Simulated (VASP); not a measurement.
# LiNbO3 (R-3c) in VASP: a series of runs

LiNbO3 is run at these levels: PBEsol; tasks: single point, relaxation of cell and atoms.

Everything below comes from runs of VASP 6.6.1. Logs are shortened: lines on timing, memory, paths and dates and some standing lists are left out, and cuts for length are marked.

### 1 The cell of the first run

Symmetry: R-3c, No. 167, trigonal system. The conventional cell has a = 5.183 Å, b = 5.183 Å, c = 13.648 Å, α = 90.00°, β = 90.00°, γ = 120.00°. Li (site symmetry 32) has 3 O at 1.97 Å within 2.6 Å. Within 2.6 Å of Nb (site symmetry -3) lie 6 O at 1.98 Å. Within 2.6 Å of O (site symmetry 2) lie 1 Li at 1.97 Å and 2 Nb at 1.98 Å.

### 2 Single point, PBEsol

File INCAR:

```
PREC = Accurate ; ENCUT = 520
EDIFF = 1E-7 ; ISMEAR = 0
SIGMA = 0.02 ; LREAL = F
LASPH = T ; NELM = 100
ALGO = Normal ; ISIF = 2
LWAVE = F ; LCHARG = F
GGA = PS ; NBANDS = 45
```

File KPOINTS:

```
Automatic mesh
0
Gamma
  6 6 6
```

File POSCAR:

```
LiNbO3
1.0
    2.5912951936      1.4960849776      4.5492247953
   -2.5912951936      1.4960849776      4.5492247953
    0.0000000000     -2.9921699552      4.5492247954
Li Nb O
2 2 6
Direct
    0.2500000000      0.2500000000      0.2500000000
    0.7500000000      0.7500000000      0.7500000000
    0.0000000000      0.0000000000      0.0000000000
    0.5000000000      0.5000000000      0.5000000000
    0.1295714442      0.3704285558      0.7500000000
    0.7500000000      0.1295714442      0.3704285558
    0.3704285558      0.7500000000      0.1295714442
    0.8704285558      0.6295714442      0.2500000000
    0.2500000000      0.8704285558      0.6295714442
    0.6295714442      0.2500000000      0.8704285558
```

Potentials or basis: VASP PAW PBE potentials, release 64 (Li_sv, Nb_sv, O).

The run is started by

```sh
$ cat potpaw_PBE.64/Li_sv/POTCAR potpaw_PBE.64/Nb_sv/POTCAR potpaw_PBE.64/O/POTCAR > POTCAR
$ mpirun -np 1 vasp_std > vasp.out
```

OUTCAR:

```text
PREC = Accurate
   ENCUT = 520
   EDIFF = 1E-7
   ISMEAR = 0
   LREAL = F
   LASPH = T
   NELM = 100
   ISIF = 2
   GGA = PS

 ion  position               nearest neighbor table
   1  0.250  0.250  0.250-   8 1.97   9 1.97  10 1.97
   2  0.750  0.750  0.750-   5 1.97   6 1.97   7 1.97
   3  0.000  0.000  0.000-   5 1.98   8 1.98   7 1.98  10 1.98   9 1.98   6 1.98
   4  0.500  0.500  0.500-   5 1.98   8 1.98   6 1.98   9 1.98   7 1.98  10 1.98
   5  0.130  0.370  0.750-   2 1.97   3 1.98   4 1.98
   6  0.750  0.130  0.370-   2 1.97   4 1.98   3 1.98
   7  0.370  0.750  0.130-   2 1.97   3 1.98   4 1.98
   8  0.870  0.630  0.250-   1 1.97   3 1.98   4 1.98
   9  0.250  0.870  0.630-   1 1.97   4 1.98   3 1.98
  10  0.630  0.250  0.870-   1 1.97   3 1.98   4 1.98

  LATTYP: Found a trigonal (rhomboedric) cell.
 ALAT       =     5.4450461227
 COS(alpha) =     0.5470391688

  Lattice vectors:

 A1 = (   2.5912951936,   1.4960849776,   4.5492247953)
 A2 = (  -2.5912951936,   1.4960849776,   4.5492247953)
 A3 = (   0.0000000000,  -2.9921699552,   4.5492247954)

Analysis of symmetry for initial positions (statically):
=====================================================================
 Subroutine PRICEL returns:
 Original cell was already a primitive cell.

 Routine SETGRP: Setting up the symmetry group for a
 trigonal (rhombohedral) supercell.

 Subroutine GETGRP returns: Found 12 space group operations
 (whereof  6 operations were pure point group operations)
 out of a pool of 12 trial point group operations.

The static configuration has the point symmetry S_6 .
 The point group associated with its full space group is D_3d.

Analysis of symmetry for dynamics (positions and initial velocities):
=====================================================================
 Subroutine PRICEL returns:
 Original cell was already a primitive cell.

 Routine SETGRP: Setting up the symmetry group for a
 trigonal (rhombohedral) supercell.

 Subroutine GETGRP returns: Found 12 space group operations
 (whereof  6 operations were pure point group operations)
 out of a pool of 12 trial point group operations.

The dynamic configuration has the point symmetry S_6 .
 The point group associated with its full space group is D_3d.

 Subroutine INISYM returns: Found 12 space group operations
 (whereof  6 operations are pure point group operations),
 and found     1 'primitive' translations

----------------------------------------------------------------------------------------

                                     Primitive cell

  volume of cell :     105.8185

  direct lattice vectors                    reciprocal lattice vectors
     2.591295194  1.496084978  4.549224795     0.192953702  0.111401872  0.073272557
    -2.591295194  1.496084978  4.549224795    -0.192953702  0.111401872  0.073272557
     0.000000000 -2.992169955  4.549224795     0.000000000 -0.222803743  0.073272557

  length of vectors
     5.445046123  5.445046123  5.445046123     0.234542908  0.234542908  0.234542908

  position of ions in fractional coordinates (direct lattice)
     0.250000000  0.250000000  0.250000000
     0.750000000  0.750000000  0.750000000
     0.000000000  0.000000000  0.000000000
     0.500000000  0.500000000  0.500000000
     0.129571444  0.370428556  0.750000000
     0.750000000  0.129571444  0.370428556
     0.370428556  0.750000000  0.129571444
     0.870428556  0.629571444  0.250000000
     0.250000000  0.870428556  0.629571444
     0.629571444  0.250000000  0.870428556

  ion indices of the primitive-cell ions
   primitive index   ion index
                 1           1
                 2           2
                 3           3
                 4           4
                 5           5
                 6           6
                 7           7
                 8           8
                 9           9
                10          10

----------------------------------------------------------------------------------------

 KPOINTS: Automatic mesh

Automatic generation of k-mesh.
 Grid dimensions read from file:
 generate k-points for:    6    6    6

 Generating k-lattice:

  Cartesian coordinates                     Fractional coordinates (reciprocal lattice)
     0.032158950  0.018566979  0.012212093     0.166666667  0.000000000  0.000000000
    -0.032158950  0.018566979  0.012212093     0.000000000  0.166666667  0.000000000
     0.000000000 -0.037133957  0.012212093    -0.000000000 -0.000000000  0.166666667

  Length of vectors
     0.039090485  0.039090485  0.039090485

  Shift w.r.t. Gamma in fractional coordinates (k-lattice)
     0.000000000  0.000000000  0.000000000

 Subroutine IBZKPT returns following result:
 ===========================================

 Found     32 irreducible k-points:

 Following reciprocal coordinates:
            Coordinates               Weight
  0.000000  0.000000  0.000000      1.000000
  0.166667 -0.000000  0.000000      6.000000
  0.333333  0.000000  0.000000      6.000000
  0.500000  0.000000  0.000000      3.000000
  0.166667  0.166667  0.000000      6.000000
  0.333333  0.166667  0.000000     12.000000
[... 16 lines left out ...]
  0.500000  0.500000  0.166667      6.000000
 -0.333333  0.500000  0.166667     12.000000
 [... further k-points ...]
   k-points           NKPTS =     32   k-points in BZ     NKDIM =     32   number of bands    NBANDS=     45
   number of dos      NEDOS =    301   number of ions     NIONS =     10
   total plane-waves  NPLWV =  64000
   dimension x,y,z NGX =    40 NGY =   40 NGZ =   40
   dimension x,y,z NGXF=    80 NGYF=   80 NGZF=   80
   ions per type =               2   2   6
   NGX,Y,Z   is equivalent  to a cutoff of  12.21, 12.21, 12.21 a.u.
   NGXF,Y,Z  is equivalent  to a cutoff of  24.43, 24.43, 24.43 a.u.
 SYSTEM =  unknown system
   PREC   = accura    normal or accurate (medium, high low for compatibility)
   ISTART =      0    job   : 0-new  1-cont  2-samecut
   ICHARG =      2    charge: 1-file 2-atom 10-const
   ISPIN  =      1    spin polarized calculation?
   LNONCOLLINEAR =      F non collinear calculations
   LSORBIT =      F    spin-orbit coupling
   LASPH  =      T    aspherical Exc in radial PAW
   ENCUT  =  520.0 eV  38.22 Ry    6.18 a.u.  10.12 10.12 10.12*2*pi/ulx,y,z
   NELM   =    100;   NELMIN=  2; NELMDL= -5     # of ELM steps
   EDIFF  = 0.1E-06   stopping-criterion for ELM
   LREAL  =      F    real-space projection
   EDIFFG = 0.1E-05   stopping-criterion for IOM
   NSW    =      0    number of steps for IOM
   IBRION =     -1    ionic relax: 0-MD 1-quasi-New 2-CG
   NFREE  =      0    steps in history (QN), initial steepest desc. (CG)
   ISIF   =      2    stress and relaxation
   ISYM   =      2    0-nonsym 1-usesym 2-fastsym
   POTIM  = 0.5000    time-step for ionic-motion
   TEBEG  =    0.0;   TEEND  =   0.0 temperature during run
   PSTRESS=    0.0 pullay stress
   NELECT =      68.0000    total number of electrons
   NUPDOWN=      -1.0000    fix difference up-down
   EMIN   =  10.00;   EMAX   =-10.00  energy-range for DOS
   EFERMI =   0.00;   METHOD = LEGACY
   ISMEAR =     0;   SIGMA  =   0.02  broadening in eV -4-tet -1-fermi 0-gaus
   EFERMI_NEDOS =   21; number of points for ismear=-14 and -15
   IALGO  =     38    algorithm
   IMIX   =      4    mixing-type and parameters
     AMIX     =   0.40;   BMIX     =  1.00
     AMIX_MAG =   1.60;   BMIX_MAG =  1.00
  volume/ion in A,a.u.               =      10.58        71.41
  Fermi-wavevector in a.u.,A,eV,Ry     =   1.412724  2.669661 27.154344  1.995788
  Thomas-Fermi vector in A             =   2.534443
   LORBIT       =      0    0 simple, 1 ext, 2 COOP (PROOUT), +10 PAW based schemes
   GGA     = PS    functional components
   LHFCALC =     F    Hartree Fock is set to
   AEXX    =    0.0000 exact exchange contribution
   IVDW    =     0    specifies the selected vdW correction
   LEPSILON=     F    determine dielectric tensor
   LRPA    =     F    only Hartree local field effects (RPA)
 non-spin polarized calculation
 Gauss-broadening in eV      SIGMA  =   0.02
  energy-cutoff  :      520.00
  volume of cell :      105.82
 maximum number of plane-waves:      2908
   NGX = 21   NGY = 21   NGZ = 21

 number of electron      68.0000007 magnetization

 Free energy of the ion-electron system (eV)
  ---------------------------------------------------
  ext. energy  EPLUGINS =         0.00000000
  ---------------------------------------------------
  free energy    TOTEN  =       -83.18173692 eV

  energy without entropy =      -83.18173692  energy(sigma->0) =      -83.18173692

 E-fermi :   3.7551     XC(G=0): -11.0671

 val. band max:        3.6581810883   @ k =  -0.1667   0.1667   0.0000
 cond. band min:       6.1946123611   @ k =   0.5000   0.5000   0.0000
 fundamental gap:      2.5364312728
 Fermi energy:         3.7551340122

 k-point     1 :       0.0000    0.0000    0.0000
  band No.  band energies     occupation
      1     -50.6212      2.00000
      2     -50.6046      2.00000
      3     -38.4683      2.00000
      4     -38.4661      2.00000
      5     -26.9202      2.00000
      6     -26.9202      2.00000
[... 37 lines left out ...]
     44      14.6642      0.00000
     45      14.7403      0.00000

 k-point     2 :       0.1667   -0.0000    0.0000
  band No.  band energies     occupation
      1     -50.6200      2.00000
      2     -50.6057      2.00000
      3     -38.4682      2.00000
      4     -38.4663      2.00000
      5     -26.9094      2.00000
      6     -26.9087      2.00000
[... 1048 lines left out ...]
 k-point    24 :      -0.3333    0.5000    0.1667
  band No.  band energies     occupation
      1     -50.6142      2.00000
      2     -50.6115      2.00000
      3     -38.4675      2.00000
      4     -38.4671      2.00000
      5     -26.9336      2.00000
      6     -26.9288      2.00000
[... 37 lines left out ...]
     44      13.5055      0.00000
     45      13.7790      0.00000

 [... further k-points ...]

------------------------ aborting loop because EDIFF is reached ----------------------------------------

  FORCE on cell =-STRESS in cart. coord.  units (eV):
  Direction    XX          YY          ZZ          XY          YZ          ZX
  --------------------------------------------------------------------------------------
  -------------------------------------------------------------------------------------
  Total       -0.1824365     -0.1824365     -0.2564624      0.0000000      0.0000000     -0.0000000
  in kB       -2.7622338     -2.7622338     -3.8830463      0.0000000      0.0000000     -0.0000000
  external PRESSURE =      -3.1358379 kB  Pullay stress =       0.0000000 kB

 VOLUME and BASIS-vectors are now :
 -----------------------------------------------------------------------------
  energy-cutoff  :      520.00
  volume of cell :      105.82
      direct lattice vectors                 reciprocal lattice vectors
     2.591295194  1.496084978  4.549224795     0.192953702  0.111401872  0.073272557
    -2.591295194  1.496084978  4.549224795    -0.192953702  0.111401872  0.073272557
     0.000000000 -2.992169955  4.549224795     0.000000000 -0.222803743  0.073272557

 POSITION                                       TOTAL-FORCE (eV/Angst)
 -----------------------------------------------------------------------------------
      0.00000      0.00000      3.41192         0.000000      0.000000     -0.000000
      0.00000      0.00000     10.23576         0.000000      0.000000     -0.000000
      0.00000      0.00000      0.00000         0.000000      0.000000     -0.000000
      0.00000      0.00000      6.82384         0.000000      0.000000     -0.000000
     -0.62413     -1.49608      5.68653         0.027651      0.000000     -0.000000
      1.60771      0.20753      5.68653        -0.013825      0.023946     -0.000000
     -0.98358      1.28856      5.68653        -0.013825     -0.023946      0.000000
      0.62413      1.49608      7.96114        -0.027651      0.000000      0.000000
     -1.60771     -0.20753      7.96114         0.013825     -0.023946      0.000000
      0.98358     -1.28856      7.96114         0.013825      0.023946     -0.000000
 -----------------------------------------------------------------------------------
    total drift:                                0.000000      0.000000      0.000000

  FREE ENERGIE OF THE ION-ELECTRON SYSTEM (eV)
  ---------------------------------------------------
  free  energy   TOTEN  =       -83.1817369213 eV

  energy  without entropy=      -83.1817369213  energy(sigma->0) =      -83.18173692
```

Wall time 3.9 min (1 thread of Intel Xeon 6975P-C, shared host); peak memory 0.31 GiB.

Results:

```yaml
Free_energy: -83.1817 eV
Largest_force: 0.028 eV/Å
Band_gap_on_the_k_mesh: 2.54 eV, indirect (least direct gap 2.64 eV)
```

Forces in eV/Å, atoms in the order of the input:
```
Li   0.000  0.000  0.000
Li   0.000  0.000  0.000
Nb   0.000  0.000  0.000
Nb   0.000  0.000  0.000
O    0.028  0.000  0.000
O   -0.014  0.024  0.000
O   -0.014 -0.024  0.000
O   -0.028  0.000  0.000
O    0.014 -0.024  0.000
O    0.014  0.024  0.000
```

Levels at points of the mesh, in eV from the valence-band top:
```csv
k point,band 32,band 33,band 34,band 35,band 36,band 37
"(0.00, 0.00, 0.00)",-0.22,-0.22,-0.06,2.59,2.59,2.75
"(0.50, 0.00, 0.00)",-0.29,-0.24,-0.24,4.19,4.19,4.24
"(0.50, 0.50, 0.00)",-0.43,-0.30,-0.28,2.54,3.66,4.03
"(0.50, 0.50, 0.50)",-0.32,-0.32,-0.32,4.22,4.22,4.53
```

Caveat: the cutoff is under 1.25 times the usual one of these potentials, so pressure, stress and relaxed cells hold a basis-set (Pulay) error; the PAW data sets were made with another functional, which shifts forces and pressure a little. As with any semilocal functional, this PBEsol gap is likely too small.

[end of part 1 of 2]
